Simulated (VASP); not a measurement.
Fe:

```
Fe
1.0
    -1.43900    1.43900    1.43900
     1.43900   -1.43900    1.43900
     1.43900    1.43900   -1.43900
Fe
1
Direct
  0.00000 0.00000 0.00000
```

Base run:

- Program: VASP 6.6.1
- Functional: PBE
- Potentials or basis: VASP PAW PBE potentials, release 64 (Fe)
- Cutoff: 520 eV
- k mesh: 20 × 20 × 20
- Occupations: fermi-dirac, width 0.05 eV
- Spin: collinear spin, ferromagnetic start
- Starting moments: [3.0] μB

Its results: pressure -8.1 GPa; net moment 2.27 μB per cell; site moments Fe +2.28 μB.

Task: The run is repeated on the same cell with these changes: further incar settings from ALGO = Normal; EDIFF = 1e-07; NBANDS = 14 to ALGO = Normal; EDIFF = 1e-06; NBANDS = 14. What comes out?

Result: Pressure -8.5 GPa; net moment 2.27 μB per cell; site moments Fe +2.28 μB.
